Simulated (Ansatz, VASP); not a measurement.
**Yb in VASP and in Ansatz**

Contents of INCAR:

```
SYSTEM = Yb
PREC = Accurate
ENCUT = 520
EDIFF = 1E-7
ISMEAR = -1
SIGMA = 0.05
LREAL = .False.
LASPH = .True.
NELM = 150
ALGO = Fast
ISIF = 2
LWAVE = .False.
LCHARG = .False.
ISPIN = 2
MAGMOM = 1
LORBIT = 11
LMAXMIX = 6
GGA = PS
NBANDS = 22
```

The input KPOINTS:

```
Automatic mesh
0
Gamma
  8 8 8
  0 0 0
```

POSCAR

```
Yb
1.0
    0.0000000000      2.7791975606      2.7791975606
    2.7791975606      0.0000000000      2.7791975606
    2.7791975606      2.7791975606      0.0000000000
Yb
1
Direct
    0.0000000000      0.0000000000      0.0000000000
```

The input input.yaml:

```yaml
crystal:
  lattice:
    - [0.0, 2.7791975606, 2.7791975606]
    - [2.7791975606, 0.0, 2.7791975606]
    - [2.7791975606, 2.7791975606, 0.0]
  atoms:
    - { symbol: Yb, position: [0.0, 0.0, 0.0], spin: 1.0 }
kpoints:
  mp_grid: { grid: [8, 8, 8] }
scf:
  occupations: { method: fermi_dirac, width: 0.05 }
hamiltonian:
  xc: pbesol
  pseudopotentials: { kind: all_electron, lapw: { basis_error: 0.0005 } }
magnetization:
  spin_polarized: true
output:
  forces: true
  stress: true
  eigenvalues: true
```

Change from the starting cell: volume scaled by 1.04.

Alike in both runs: task single point; functional PBEsol; k mesh 8 × 8 × 8; occupations fermi-dirac, width 0.05 eV; collinear spin.

|  | VASP | Ansatz |
| --- | --- | --- |
| version | VASP 6.6.1 | Ansatz 0.2.0 |
| potentials or method | VASP PAW PBE potentials, release 64 (Yb), cutoff 520 eV | all-electron LAPW, scalar-relativistic |

|  | VASP | Ansatz | Ansatz less VASP |
| --- | --- | --- | --- |
| gap on the k mesh at the Fermi level (eV) | none | none | - |
| pressure (GPa) | -4.5 | -3.6 | +0.96 |
| net moment per atom (μB) | 0.00 | 0.00 | -0.001 |

VASP's potentials were made for PBE, not for PBEsol. A gap of «none» marks a metal or a gap that the smearing closes. Ansatz ran all-electron here, and VASP with PAW potentials.

Neither program's run includes spin-orbit coupling. Noted on Ansatz's run: the open f shell may have settled in a state that isn't the lowest.
